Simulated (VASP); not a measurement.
# TaN (P-6m2) in VASP: further runs

Runs on TaN. Level: PBEsol. Tasks: single point, relaxation of shape and atoms at fixed volume.

All numbers are computed with VASP 6.6.1; they aren't measurements. Logs are shortened: lines on timing, memory, paths and dates and some standing lists are left out, and cuts for length are marked.

## (1) The cell of the first run

It takes space group P-6m2 (No. 187, hexagonal). Conventional cell: a = 2.893 Å, b = 2.893 Å, c = 2.845 Å, α = 90.00°, β = 90.00°, γ = 120.00°. Within 2.9 Å of Ta (site symmetry -6m2) lie 6 N at 2.19 Å and 8 Ta at 2.85 to 2.89 Å. Within 2.9 Å of N (site symmetry -6m2) lie 6 Ta at 2.19 Å and 8 N at 2.85 to 2.89 Å.

## (2) Single point, PBEsol (10.31 Å³/atom)

INCAR

```
PREC = Accurate
ENCUT = 520
EDIFF = 1E-6
ISMEAR = 0
SIGMA = 0.1
LREAL = False
LASPH = True
NELM = 80
ALGO = Normal
ISIF = 2
LWAVE = False
LCHARG = True
GGA = PS
LELF = True
LVHAR = True
NBANDS = 15
```

KPOINTS

```
regular mesh
0
Gamma
  18 18 14
```

POSCAR

```
TaN
1.0
    2.8925571113      0.0000000000      0.0000000000
   -1.4462785557      2.5050279403      0.0000000000
    0.0000000000      0.0000000000      2.8454523850
Ta N
1 1
Direct
    0.3333333333      0.6666666667      0.5000000000
    0.0000000000      0.0000000000      0.0000000000
```

Potentials or basis: VASP PAW PBE potentials, release 64 (Ta_pv, N).

On the command line:

```sh
$ cat potpaw_PBE.64/Ta_pv/POTCAR potpaw_PBE.64/N/POTCAR > POTCAR
$ mpirun -np 1 vasp_std > vasp.out
```

OUTCAR:

```text
PREC = Accurate
   ENCUT = 520
   EDIFF = 1E-6
   ISMEAR = 0
   LREAL = False
   LASPH = True
   NELM = 80
   ISIF = 2
   GGA = PS

 ion  position               nearest neighbor table
   1  0.333  0.667  0.500-   2 2.19   2 2.19   2 2.19   2 2.19   2 2.19   2 2.19
   2  0.000  0.000  0.000-   1 2.19   1 2.19   1 2.19   1 2.19   1 2.19   1 2.19

  LATTYP: Found a hexagonal cell.
 ALAT       =     2.8925571113
 C/A-ratio  =     0.9837151958

  Lattice vectors:

 A1 = (   2.8925571113,   0.0000000000,   0.0000000000)
 A2 = (  -1.4462785557,   2.5050279403,   0.0000000000)
 A3 = (   0.0000000000,   0.0000000000,   2.8454523850)

Analysis of symmetry for initial positions (statically):
=====================================================================
 Subroutine PRICEL returns:
 Original cell was already a primitive cell.

 Routine SETGRP: Setting up the symmetry group for a
 hexagonal supercell.

 Subroutine GETGRP returns: Found 12 space group operations
 (whereof 12 operations were pure point group operations)
 out of a pool of 24 trial point group operations.

The static configuration has the point symmetry D_3h.

Analysis of symmetry for dynamics (positions and initial velocities):
=====================================================================
 Subroutine PRICEL returns:
 Original cell was already a primitive cell.

 Routine SETGRP: Setting up the symmetry group for a
 hexagonal supercell.

 Subroutine GETGRP returns: Found 12 space group operations
 (whereof 12 operations were pure point group operations)
 out of a pool of 24 trial point group operations.

The dynamic configuration has the point symmetry D_3h.

 Subroutine INISYM returns: Found 12 space group operations
 (whereof 12 operations are pure point group operations),
 and found     1 'primitive' translations

----------------------------------------------------------------------------------------

                                     Primitive cell

  volume of cell :      20.6180

  direct lattice vectors                    reciprocal lattice vectors
     2.892557111  0.000000000  0.000000000     0.345714868  0.199598572  0.000000000
    -1.446278556  2.505027940  0.000000000     0.000000000  0.399197144  0.000000000
     0.000000000  0.000000000  2.845452385     0.000000000  0.000000000  0.351437967

  length of vectors
     2.892557111  2.892557111  2.845452385     0.399197144  0.399197144  0.351437967

  position of ions in fractional coordinates (direct lattice)
     0.333333333  0.666666667  0.500000000
     0.000000000  0.000000000  0.000000000

  ion indices of the primitive-cell ions
   primitive index   ion index
                 1           1
                 2           2

----------------------------------------------------------------------------------------

 KPOINTS: regular mesh

Automatic generation of k-mesh.
 Grid dimensions read from file:
 generate k-points for:   18   18   14

 Generating k-lattice:

  Cartesian coordinates                     Fractional coordinates (reciprocal lattice)
     0.019206382  0.011088810  0.000000000     0.055555556 -0.000000000  0.000000000
     0.000000000  0.022177619  0.000000000     0.000000000  0.055555556  0.000000000
     0.000000000  0.000000000  0.025102712     0.000000000  0.000000000  0.071428571

  Length of vectors
     0.022177619  0.022177619  0.025102712

  Shift w.r.t. Gamma in fractional coordinates (k-lattice)
     0.000000000  0.000000000  0.000000000

 Subroutine IBZKPT returns following result:
 ===========================================

 Found    296 irreducible k-points:

 Following reciprocal coordinates:
            Coordinates               Weight
  0.000000  0.000000  0.000000      1.000000
  0.055556  0.000000  0.000000      6.000000
  0.111111  0.000000  0.000000      6.000000
  0.166667  0.000000  0.000000      6.000000
  0.222222  0.000000  0.000000      6.000000
  0.277778  0.000000  0.000000      6.000000
[... 16 lines left out ...]
  0.333333  0.111111  0.000000     12.000000
  0.388889  0.111111  0.000000     12.000000
 [... further k-points ...]
   k-points           NKPTS =    296   k-points in BZ     NKDIM =    296   number of bands    NBANDS=     15
   number of dos      NEDOS =    301   number of ions     NIONS =      2
   total plane-waves  NPLWV =  13824
   dimension x,y,z NGX =    24 NGY =   24 NGZ =   24
   dimension x,y,z NGXF=    48 NGYF=   48 NGZF=   48
   ions per type =               1   1
   NGX,Y,Z   is equivalent  to a cutoff of  13.79, 13.79, 14.02 a.u.
   NGXF,Y,Z  is equivalent  to a cutoff of  27.59, 27.59, 28.04 a.u.
 SYSTEM =  unknown system
   PREC   = accura    normal or accurate (medium, high low for compatibility)
   ISTART =      0    job   : 0-new  1-cont  2-samecut
   ICHARG =      2    charge: 1-file 2-atom 10-const
   ISPIN  =      1    spin polarized calculation?
   LNONCOLLINEAR =      F non collinear calculations
   LSORBIT =      F    spin-orbit coupling
   LASPH  =      T    aspherical Exc in radial PAW
   ENCUT  =  520.0 eV  38.22 Ry    6.18 a.u.   5.38  5.38  5.29*2*pi/ulx,y,z
   NELM   =     80;   NELMIN=  2; NELMDL= -5     # of ELM steps
   EDIFF  = 0.1E-05   stopping-criterion for ELM
   LREAL  =      F    real-space projection
   EDIFFG = 0.1E-04   stopping-criterion for IOM
   NSW    =      0    number of steps for IOM
   IBRION =     -1    ionic relax: 0-MD 1-quasi-New 2-CG
   NFREE  =      0    steps in history (QN), initial steepest desc. (CG)
   ISIF   =      2    stress and relaxation
   ISYM   =      2    0-nonsym 1-usesym 2-fastsym
   POTIM  = 0.5000    time-step for ionic-motion
   TEBEG  =    0.0;   TEEND  =   0.0 temperature during run
   PSTRESS=    0.0 pullay stress
   NELECT =      16.0000    total number of electrons
   NUPDOWN=      -1.0000    fix difference up-down
   EMIN   =  10.00;   EMAX   =-10.00  energy-range for DOS
   EFERMI =   0.00;   METHOD = LEGACY
   ISMEAR =     0;   SIGMA  =   0.10  broadening in eV -4-tet -1-fermi 0-gaus
   EFERMI_NEDOS =   21; number of points for ismear=-14 and -15
   IALGO  =     38    algorithm
   IMIX   =      4    mixing-type and parameters
     AMIX     =   0.40;   BMIX     =  1.00
     AMIX_MAG =   1.60;   BMIX_MAG =  1.00
  volume/ion in A,a.u.               =      10.31        69.57
  Fermi-wavevector in a.u.,A,eV,Ry     =   1.504410  2.842923 30.793378  2.263249
  Thomas-Fermi vector in A             =   2.615393
   LORBIT       =      0    0 simple, 1 ext, 2 COOP (PROOUT), +10 PAW based schemes
   GGA     = PS    functional components
   LHFCALC =     F    Hartree Fock is set to
   AEXX    =    0.0000 exact exchange contribution
   IVDW    =     0    specifies the selected vdW correction
   LEPSILON=     F    determine dielectric tensor
   LRPA    =     F    only Hartree local field effects (RPA)
 non-spin polarized calculation
 Gauss-broadening in eV      SIGMA  =   0.10
  energy-cutoff  :      520.00
  volume of cell :       20.62
 maximum number of plane-waves:       575
 NGX is ok and might be reduce to    24
   NGX = 11   NGY = 11   NGZ = 11

 number of electron      15.9999999 magnetization

 Free energy of the ion-electron system (eV)
  ---------------------------------------------------
  ext. energy  EPLUGINS =         0.00000000
  ---------------------------------------------------
  free energy    TOTEN  =       -23.77861413 eV

  energy without entropy =      -23.77837023  energy(sigma->0) =      -23.77849218

 E-fermi :   8.5250     XC(G=0): -13.7490

 val. band max:        8.4809515277   @ k =   0.0000   0.0000   0.4286
 cond. band min:       8.5557886700   @ k =   0.0556   0.0000   0.5000
 fundamental gap:      0.0748371423
 Fermi energy:         8.5249818104

 k-point     1 :       0.0000    0.0000    0.0000
  band No.  band energies     occupation
      1     -26.0971      2.00000
      2     -25.7967      2.00000
      3     -25.7967      2.00000
      4      -9.5130      2.00000
      5       3.8193      2.00000
      6       3.8193      2.00000
      7       4.1165      2.00000
      8       5.5870      2.00000
      9      11.1352      0.00000
     10      12.3540      0.00000
     11      12.3540      0.00000
     12      12.7947      0.00000
     13      12.7947      0.00000
     14      21.8539      0.00000
     15      22.2165      0.00000

 k-point     2 :       0.0556    0.0000    0.0000
  band No.  band energies     occupation
      1     -26.0919      2.00000
      2     -25.8374      2.00000
      3     -25.8053      2.00000
      4      -9.4417      2.00000
      5       3.5991      2.00000
      6       3.8730      2.00000
      7       4.2305      2.00000
      8       5.4837      2.00000
      9      11.3899      0.00000
     10      12.2002      0.00000
     11      12.3627      0.00000
     12      12.7580      0.00000
     13      12.8895      0.00000
     14      21.8496      0.00000
     15      22.2078      0.00000

 k-point     3 :       0.1111    0.0000    0.0000
  band No.  band energies     occupation
      1     -26.0771      2.00000
      2     -25.9530      2.00000
      3     -25.8297      2.00000
      4      -9.2358      2.00000
      5       3.0910      2.00000
      6       4.0262      2.00000
      7       4.4869      2.00000
      8       5.2034      2.00000
      9      11.7732      0.00000
     10      12.0863      0.00000
     11      12.3995      0.00000
     12      12.6539      0.00000
     13      13.1351      0.00000
     14      21.8338      0.00000
     15      22.1863      0.00000
[... 343 lines left out ...]
 k-point    23 :       0.3333    0.1111    0.0000
  band No.  band energies     occupation
      1     -26.8609      2.00000
      2     -26.1259      2.00000
      3     -25.9379      2.00000
      4      -7.2146      2.00000
      5       0.4039      2.00000
      6       3.3325      2.00000
      7       4.2993      2.00000
      8       6.1163      2.00000
      9      11.0884      0.00000
     10      11.0996      0.00000
     11      13.7455      0.00000
     12      14.8612      0.00000
     13      16.7444      0.00000
     14      21.9792      0.00000
     15      22.3588      0.00000

 k-point    24 :       0.3889    0.1111    0.0000
  band No.  band energies     occupation
      1     -26.9454      2.00000
      2     -26.1563      2.00000
      3     -25.9235      2.00000
      4      -6.9856      2.00000
      5       0.2099      2.00000
      6       3.1837      2.00000
      7       4.1565      2.00000
      8       6.1757      2.00000
      9      10.9514      0.00000
     10      11.8266      0.00000
     11      13.4470      0.00000
     12      14.9388      0.00000
     13      17.6493      0.00000
     14      21.2526      0.00000
     15      22.1413      0.00000

 [... further k-points ...]

------------------------ aborting loop because EDIFF is reached ----------------------------------------

  FORCE on cell =-STRESS in cart. coord.  units (eV):
  Direction    XX          YY          ZZ          XY          YZ          ZX
  --------------------------------------------------------------------------------------
  -------------------------------------------------------------------------------------
  Total        1.6343699      1.6343699      1.6652046     -0.0000000      0.0000000     -0.0000000
  in kB      127.0033306    127.0033306    129.3994218     -0.0000000      0.0000000     -0.0000000
  external PRESSURE =     127.8020276 kB  Pullay stress =       0.0000000 kB

 VOLUME and BASIS-vectors are now :
 -----------------------------------------------------------------------------
  energy-cutoff  :      520.00
  volume of cell :       20.62
      direct lattice vectors                 reciprocal lattice vectors
     2.892557111  0.000000000  0.000000000     0.345714868  0.199598572  0.000000000
    -1.446278556  2.505027940  0.000000000     0.000000000  0.399197144  0.000000000
     0.000000000  0.000000000  2.845452385     0.000000000  0.000000000  0.351437967

 POSITION                                       TOTAL-FORCE (eV/Angst)
 -----------------------------------------------------------------------------------
     -0.00000      1.67002      1.42273        -0.000000      0.000000      0.000000
      0.00000      0.00000      0.00000         0.000000      0.000000      0.000000
 -----------------------------------------------------------------------------------
    total drift:                                0.000000     -0.000000     -0.000000

  FREE ENERGIE OF THE ION-ELECTRON SYSTEM (eV)
  ---------------------------------------------------
  free  energy   TOTEN  =       -23.7786141344 eV

  energy  without entropy=      -23.7783702264  energy(sigma->0) =      -23.77849218
```

Run time: 1.7 min. Hardware: 1 thread of Intel Xeon 8259CL, shared host; peak memory 0.22 GiB.

Results:

* Free energy: -23.7786 eV
* Pressure: 12.8 GPa
* Band gap on the k mesh: zero (bands 8 and 9 overlap by 0.35 eV)

Caveat: the cell stands under pressure; the PAW data sets were made with another functional, which shifts forces and pressure a little; spin-orbit coupling is left out, which moves the levels of the heavy elements.

## (3) Single point, PBEsol (10.95 Å³/atom)

This run uses another cell than the first one, of 10.95 Å³/atom.

INCAR

```
SYSTEM = TaN
PREC = Accurate
ENCUT = 520
EDIFF = 1E-6
ISMEAR = 0
SIGMA = 0.1
LREAL = .False.
LASPH = .True.
NELM = 60
ALGO = Normal
ISIF = 2
LWAVE = .False.
LCHARG = .True.
GGA = PS
LELF = .True.
LVHAR = .True.
NBANDS = 15
```

KPOINTS

```
Automatic mesh
0
Gamma
  18 18 14
  0 0 0
```

POSCAR

```
TaN
1.0
    2.9547796270      0.0000000000      0.0000000000
   -1.4773898135      2.5589142196      0.0000000000
    0.0000000000      0.0000000000      2.8955462501
Ta N
1 1
Direct
    0.3333333333      0.6666666667      0.5000000000
    0.0000000000      0.0000000000      0.0000000000
```

Potentials or basis: VASP PAW PBE potentials, release 64 (Ta_pv, N).

On the command line:

```sh
$ cat potpaw_PBE.64/Ta_pv/POTCAR potpaw_PBE.64/N/POTCAR > POTCAR
$ mpirun -np 1 vasp_std > vasp.out
```

Run time: 2 min. Hardware: 1 thread of Intel Xeon 8259CL, shared host; peak memory 0.22 GiB.

It converged, with:

```
Free energy            : -23.7887 eV
Pressure               : -9.3 GPa
Band gap on the k mesh : zero (bands 8 and 9 overlap by 0.34 eV)
```

Stress tensor (GPa, compression positive):
```
-9.38  0.00  0.00
 0.00 -9.38  0.00
 0.00  0.00 -9.21
```

Levels at points of the mesh, in eV from the Fermi level:
| k point | band 5 | band 6 | band 7 | band 8 | band 9 | band 10 | band 11 | band 12 |
| --- | --- | --- | --- | --- | --- | --- | --- | --- |
| (0.00, 0.00, 0.00) | -4.48 | -4.48 | -4.13 | -2.86 | 2.11 | 3.56 | 3.56 | 3.92 |
| (0.50, 0.00, 0.00) | -8.20 | -5.08 | -3.41 | -3.12 | 2.95 | 3.96 | 5.15 | 5.20 |
| (0.00, 0.00, 0.50) | -9.26 | -3.68 | -3.68 | -0.08 | -0.08 | 2.44 | 3.27 | 3.27 |
| (0.50, 0.00, 0.50) | -7.23 | -6.11 | -5.59 | -0.35 | 4.07 | 5.26 | 5.96 | 6.96 |

Caveat: the cell stands under tension; the PAW data sets were made with another functional, which shifts forces and pressure a little; spin-orbit coupling is left out, which moves the levels of the heavy elements.

## (4) Single point, PBEsol (11.27 Å³/atom)

This run uses another cell than the first one, of 11.27 Å³/atom.

INCAR

```
  PREC = Accurate
  ENCUT = 520
  EDIFF = 1E-6
  ISMEAR = 0
  SIGMA = 0.1
  LREAL = False
  LASPH = True
  NELM = 60
  ALGO = Normal
  ISIF = 2
  LWAVE = False
  LCHARG = True
  GGA = PS
  LELF = True
  LVHAR = True
  NBANDS = 15
```

KPOINTS

```
regular mesh
0
Gamma
  18 18 14
```

POSCAR

```
TaN
1.0
    2.9850014857      0.0000000000      0.0000000000
   -1.4925007428      2.5850871169      0.0000000000
    0.0000000000      0.0000000000      2.9198479441
Ta N
1 1
Direct
    0.3333333333      0.6666666667      0.5000000000
    0.0000000000      0.0000000000      0.0000000000
```

On the command line:

```sh
$ cat potpaw_PBE.64/Ta_pv/POTCAR potpaw_PBE.64/N/POTCAR > POTCAR
$ mpirun -np 1 vasp_std > vasp.out
```

Run time: 2 min. Hardware: 1 thread of Intel Xeon 8259CL, shared host; peak memory 0.22 GiB.

It converged, with:

| Quantity | Value |
| --- | --- |
| Free energy | -23.7344 eV |
| Pressure | -18.0 GPa |
| Band gap on the k mesh | zero (bands 8 and 9 overlap by 0.34 eV) |

Stress tensor (GPa, compression positive):
```
-18.03   0.00   0.00
  0.00 -18.03   0.00
  0.00   0.00 -17.89
```

Levels at points of the mesh, in eV from the Fermi level:
```
           k point  band 4  band 5  band 6  band 7  band 8  band 9  band 10  band 11  band 12  band 13
(0.00, 0.00, 0.00)  -17.38   -4.37   -4.37   -4.00   -2.81    1.88     3.43     3.43     3.75     3.75
(0.50, 0.00, 0.00)  -15.23   -8.05   -4.93   -3.30   -3.08    2.84     3.78     4.98     4.99     7.03
(0.00, 0.00, 0.50)  -14.92   -9.09   -3.59   -3.59   -0.07   -0.07     2.37     3.17     3.17     7.76
(0.50, 0.00, 0.50)  -15.43   -7.07   -6.00   -5.45   -0.40    3.86     5.02     5.72     6.70     9.57
```

Caveat: the cell stands under tension; the PAW data sets were made with another functional, which shifts forces and pressure a little; spin-orbit coupling is left out, which moves the levels of the heavy elements.

(Part 1 of 2 ends here.)
